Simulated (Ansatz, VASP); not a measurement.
# TlCl: VASP beside Ansatz

POSCAR

```
TlCl
1.0
    3.8388256296      0.0000000000      0.0000000000
    0.0000000000      3.8388256296      0.0000000000
    0.0000000000      0.0000000000      3.8388256296
Tl Cl
1 1
Direct
    0.0000000000      0.0000000000      0.0000000000
    0.5000000000      0.5000000000      0.5000000000
```

The input INCAR.step1:

```
SYSTEM = TlCl
ALGO = Normal
EDIFF = 1E-5
ENCUT = 400
GGA = PE
GGA_COMPAT = .FALSE.
ISIF = 2
ISMEAR = 0
LASPH = .TRUE.
LCHARG = .FALSE.
LREAL = .FALSE.
LWAVE = .TRUE.
NBANDS = 17
NELM = 120
PREC = Accurate
SIGMA = 0.01
```

The input INCAR.step2:

```
SYSTEM = TlCl
ALGO = Normal
EDIFF = 1E-6
ENCUT = 400
GGA = PE
GGA_COMPAT = .FALSE.
HFSCREEN = 0.2079
ISIF = 2
ISMEAR = 0
ISTART = 1
LASPH = .TRUE.
LCHARG = .FALSE.
LHFCALC = .TRUE.
LREAL = .FALSE.
LWAVE = .FALSE.
NBANDS = 17
NELM = 120
PREC = Accurate
PRECFOCK = Normal
SIGMA = 0.01
```

Contents of KPOINTS:

```
k-points
0
G
  4 4 4
  0 0 0
```

Input for Ansatz:

```yaml
crystal:
  lattice:
    - [3.8388256296, 0.0, 0.0]
    - [0.0, 3.8388256296, 0.0]
    - [0.0, 0.0, 3.8388256296]
  atoms:
    - { symbol: Tl, position: [0.0, 0.0, 0.0] }
    - { symbol: Cl, position: [0.5, 0.5, 0.5] }
kpoints:
  mp_grid: { grid: [4, 4, 4] }
hamiltonian:
  xc: hse06
scf:
  occupations: { method: fixed }
  n_extra_bands: 4
output:
  forces: true
  stress: true
  eigenvalues: true
```

Alike in both runs: task single point; functional HSE06; k mesh 4 × 4 × 4; no spin polarisation.

|  | VASP | Ansatz |
| --- | --- | --- |
| version | VASP 6.6.1 | Ansatz 0.2.0 |
| potentials or method | VASP PAW PBE potentials, release 64 (Tl_d, Cl) | plane waves, PAW |
| plane-wave cutoff (eV) | 400 | 420 |
| occupations | gaussian, width 0.01 eV | fixed |
| valence electrons in the cell | 20 | 20 |

```csv
,VASP,Ansatz,Ansatz less VASP
gap on the k mesh at the Fermi level (eV),2.85,2.85,-0.005
pressure (GPa),0.8,0.9,+0.11
```

Ansatz's warnings: stress exchange threshold loose, stress scf threshold loose.

Neither program's run includes spin-orbit coupling.
